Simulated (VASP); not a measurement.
# BaTlN (P-6m2) in VASP: further runs, part 2 of 2

VASP 6.6.1.

## (4) Single point, PBE

This run uses another cell than the first one, of 29.01 Å³/atom.

INCAR

```
ALGO = Normal
EDIFF = 1E-6
ENCUT = 600
GGA = PE
GGA_COMPAT = F
ISIF = 2
ISMEAR = 0
LASPH = T
LCHARG = F
LREAL = F
LWAVE = F
NBANDS = 21
NELM = 120
PREC = Accurate
SIGMA = 0.15
```

KPOINTS

```
k-points
0
Gamma
  4 4 3
```

POSCAR

```
BaTlN
1.0
    4.4480235040     -0.0000000028      0.0000000000
   -2.2240117495      3.8521013525      0.0000000000
    0.0000000000      0.0000000000      5.0785262408
Ba Tl N
1 1 1
Direct
    0.3333333333      0.6666666667      0.5000000000
    0.0000000000      0.0000000000      0.0000000000
    0.6666666667      0.3333333333      0.5000000000
```

Potentials or basis: VASP PAW PBE potentials, release 64 (Ba_sv, Tl_d, N).

The run is started by

```bash
cat potpaw_PBE.64/Ba_sv/POTCAR potpaw_PBE.64/Tl_d/POTCAR potpaw_PBE.64/N/POTCAR > POTCAR
mpirun -np 1 vasp_std > vasp.out
```

OUTCAR:

```text
EDIFF = 1E-6
   ENCUT = 600
   GGA = PE
   ISIF = 2
   ISMEAR = 0
   LASPH = T
   LREAL = F
   NELM = 120
   PREC = Accurate

 ion  position               nearest neighbor table
   1  0.333  0.667  0.500-   3 2.57   3 2.57   3 2.57   2 3.61   2 3.61   2 3.61   2 3.61   2 3.61
                             2 3.61
   2  0.000  0.000  0.000-   1 3.61   1 3.61   1 3.61   1 3.61   1 3.61   1 3.61
   3  0.667  0.333  0.500-   1 2.57   1 2.57   1 2.57

  LATTYP: Found a hexagonal cell.
 ALAT       =     4.4480235040
 C/A-ratio  =     1.1417489670

  Lattice vectors:

 A1 = (   4.4480235040,  -0.0000000028,   0.0000000000)
 A2 = (  -2.2240117495,   3.8521013525,   0.0000000000)
 A3 = (   0.0000000000,   0.0000000000,   5.0785262408)

Analysis of symmetry for initial positions (statically):
=====================================================================
 Subroutine PRICEL returns:
 Original cell was already a primitive cell.

 Routine SETGRP: Setting up the symmetry group for a
 hexagonal supercell.

 Subroutine GETGRP returns: Found 12 space group operations
 (whereof 12 operations were pure point group operations)
 out of a pool of 24 trial point group operations.

The static configuration has the point symmetry D_3h.

Analysis of symmetry for dynamics (positions and initial velocities):
=====================================================================
 Subroutine PRICEL returns:
 Original cell was already a primitive cell.

 Routine SETGRP: Setting up the symmetry group for a
 hexagonal supercell.

 Subroutine GETGRP returns: Found 12 space group operations
 (whereof 12 operations were pure point group operations)
 out of a pool of 24 trial point group operations.

The dynamic configuration has the point symmetry D_3h.

 Subroutine INISYM returns: Found 12 space group operations
 (whereof 12 operations are pure point group operations),
[... 97 lines left out ...]
   EFERMI_NEDOS =   21; number of points for ismear=-14 and -15
   IALGO  =     38    algorithm
   IMIX   =      4    mixing-type and parameters
     AMIX     =   0.40;   BMIX     =  1.00
     AMIX_MAG =   1.60;   BMIX_MAG =  1.00
  volume/ion in A,a.u.               =      29.01       195.74
  Fermi-wavevector in a.u.,A,eV,Ry     =   1.121829  2.119950 17.122938  1.258500
  Thomas-Fermi vector in A             =   2.258485
   LORBIT       =      0    0 simple, 1 ext, 2 COOP (PROOUT), +10 PAW based schemes
   GGA     = PE    functional components
   LHFCALC =     F    Hartree Fock is set to
   AEXX    =    0.0000 exact exchange contribution
   IVDW    =     0    specifies the selected vdW correction
   LEPSILON=     F    determine dielectric tensor
   LRPA    =     F    only Hartree local field effects (RPA)
 non-spin polarized calculation
 Gauss-broadening in eV      SIGMA  =   0.15
  energy-cutoff  :      600.00
  volume of cell :       87.02
 maximum number of plane-waves:      2919
 NGX is ok and might be reduce to    36
   NGX = 17   NGY = 17   NGZ = 21

 number of electron      28.0000000 magnetization

 Free energy of the ion-electron system (eV)
  ---------------------------------------------------
  ext. energy  EPLUGINS =         0.00000000
  ---------------------------------------------------
  free energy    TOTEN  =       -11.31585053 eV

  energy without entropy =      -11.29085070  energy(sigma->0) =      -11.30335061

 E-fermi :   3.2026     XC(G=0):  -8.9871

 val. band max:        3.1213734002   @ k =   0.2500   0.2500   0.3333
 cond. band min:       3.3799009475   @ k =   0.2500   0.2500   0.0000
 fundamental gap:      0.2585275473
 Fermi energy:         3.2025749243

 k-point     1 :       0.0000    0.0000    0.0000
  band No.  band energies     occupation
      1     -23.4149      2.00000
      2      -9.0449      2.00000
      3      -9.0283      2.00000
      4      -9.0283      2.00000
      5      -8.9821      2.00000
      6      -8.9351      2.00000
[... 181 lines left out ...]
     20       9.2710      0.00000
     21      10.4718      0.00000

------------------------ aborting loop because EDIFF is reached ----------------------------------------

  FORCE on cell =-STRESS in cart. coord.  units (eV):
  Direction    XX          YY          ZZ          XY          YZ          ZX
  --------------------------------------------------------------------------------------
  -------------------------------------------------------------------------------------
  Total        0.7279854      0.7279854      0.2292417      0.0000000     -0.0000000      0.0000000
  in kB       13.4038874     13.4038874      4.2208674      0.0000000     -0.0000000      0.0000000
  external PRESSURE =      10.3428807 kB  Pullay stress =       0.0000000 kB

 VOLUME and BASIS-vectors are now :
 -----------------------------------------------------------------------------
  energy-cutoff  :      600.00
  volume of cell :       87.02
      direct lattice vectors                 reciprocal lattice vectors
     4.448023504 -0.000000003  0.000000000     0.224818956  0.129799285  0.000000000
    -2.224011749  3.852101353  0.000000000     0.000000000  0.259598569  0.000000000
     0.000000000  0.000000000  5.078526241     0.000000000  0.000000000  0.196907519

 POSITION                                       TOTAL-FORCE (eV/Angst)
 -----------------------------------------------------------------------------------
      0.00000      2.56807      2.53926         0.000000      0.000000      0.000000
      0.00000      0.00000      0.00000        -0.000000      0.000000      0.000000
      2.22401      1.28403      2.53926        -0.000000     -0.000000      0.000000
 -----------------------------------------------------------------------------------
    total drift:                               -0.000000      0.000000     -0.000000

  FREE ENERGIE OF THE ION-ELECTRON SYSTEM (eV)
  ---------------------------------------------------
  free  energy   TOTEN  =       -11.3158505328 eV

  energy  without entropy=      -11.2908506957  energy(sigma->0) =      -11.30335061
```

stdout:

```text
POSCAR found type information on POSCAR BaTlN
 POSCAR found :  3 types and       3 ions
 scaLAPACK will be used
 LDA part: xc-table for (Slater+PW92), standard interpolation
 POSCAR, INCAR and KPOINTS ok, starting setup
 FFT: planning ... GRIDC
 FFT: planning ... GRID_SOFT
 FFT: planning ... GRID
 WAVECAR not read
 entering main loop
```

Run time: 16 s. Hardware: 1 thread of Intel Xeon Platinum 8375C at 2.90GHz (Ice Lake), shared host; peak memory 0.23 GiB.

Results:

```
Free energy            : -11.3159 eV
Pressure               : 1.0 GPa
Band gap on the k mesh : zero (bands 14 and 15 overlap by 0.10 eV)
```

Stress tensor (GPa, compression positive):
```
1.34 0.00 0.00
0.00 1.34 0.00
0.00 0.00 0.42
```

Caveat: the k points lie up to 0.41 Å⁻¹ apart; spin-orbit coupling is left out, which moves the levels of the heavy elements.

## (5) Single point, PBE

This run uses another cell than the first one, of 31.75 Å³/atom.

INCAR

```
SYSTEM = BaTlN
ALGO     = Normal         ! electronic algorithm
EDIFF    = 1E-6           ! SCF threshold, eV
ENCUT    = 600            ! plane-wave cutoff, eV
GGA      = PE             ! functional
GGA_COMPAT= .FALSE.      
ISIF     = 2              ! what is computed and relaxed
ISMEAR   = 0              ! smearing method
LASPH    = .TRUE.         ! aspherical terms in the spheres
LCHARG   = .FALSE.        ! write CHGCAR
LREAL    = .FALSE.        ! projectors in reciprocal space
LWAVE    = .FALSE.        ! write WAVECAR
NBANDS   = 21             ! bands
NELM     = 120            ! most SCF steps
PREC     = Accurate       ! precision mode
SIGMA    = 0.15           ! smearing width, eV
```

KPOINTS

```
k-points
0
G
  4 4 3
  0 0 0
```

POSCAR

```
BaTlN
1.0
    3.9697469182      0.0000000028      0.0000000000
   -1.9848734615      3.4379016763      0.0000000000
    0.0000000000      0.0000000000      6.9790105939
Ba Tl N
1 1 1
Direct
    0.6666666667      0.3333333333      0.5000000000
    0.6666666667      0.3333333333      0.0000000000
    0.0000000000      0.0000000000      0.0000000000
```

The run is started by

```bash
cat potpaw_PBE.64/Ba_sv/POTCAR potpaw_PBE.64/Tl_d/POTCAR potpaw_PBE.64/N/POTCAR > POTCAR
mpirun -np 1 vasp_std > vasp.out
```

Wall time 16 s (1 thread of Intel Xeon Platinum 8375C at 2.90GHz (Ice Lake), shared host); peak memory 0.24 GiB.

Results (log left out):

```
Free energy            : -9.8235 eV
Pressure               : 0.2 GPa
Band gap on the k mesh : zero (bands 14 and 15 overlap by 1.98 eV)
```

Stress tensor (GPa, compression positive):
```
0.09 0.00 0.00
0.00 0.09 0.00
0.00 0.00 0.51
```

Levels at points of the mesh, in eV from the Fermi level:
```
           k point  band 12  band 13  band 14  band 15  band 16  band 17
(0.00, 0.00, 0.00)    -2.83    -1.46    -1.18    -1.18     2.11     2.11
(0.50, 0.00, 0.00)    -2.54    -1.73    -0.58     0.53     0.73     2.43
```

Caveat: the k points lie up to 0.46 Å⁻¹ apart, too coarse for converged energies and pressures of a metal; spin-orbit coupling is left out, which moves the levels of the heavy elements.

## (6) Summary

```csv
cell,gap on the mesh (eV),pressure (GPa)
"a = 4.414, b = 4.414, c = 4.622 Å, angles 90.0, 90.0, 120.0°, 3 atoms, atomic positions A",none,0.0
"a = 4.416, b = 4.416, c = 4.606 Å, angles 90.0, 90.0, 120.0°, 3 atoms, atomic positions A",none,0.1
"a = 4.448, b = 4.448, c = 5.079 Å, angles 90.0, 90.0, 120.0°, 3 atoms, atomic positions B",none,1.0
"a = 3.970, b = 3.970, c = 6.979 Å, angles 90.0, 90.0, 120.0°, 3 atoms, atomic positions C",none,0.2
```

Alike in all rows: task single point; level PBE; potentials or basis VASP PAW PBE potentials, release 64 (Ba_sv, Tl_d, N); no spin polarisation; k mesh 4 × 4 × 3; cutoff (eV) 600; smearing gaussian 0.15 eV.

Caveats: all runs use coarse meshes; spin-orbit coupling is left out, which moves the levels of the heavy elements.

Total energies depend on the potentials used, so only differences within one code and one set of settings carry meaning.

The gap in the log of VASP goes by the Fermi energy; the results here count the filled bands.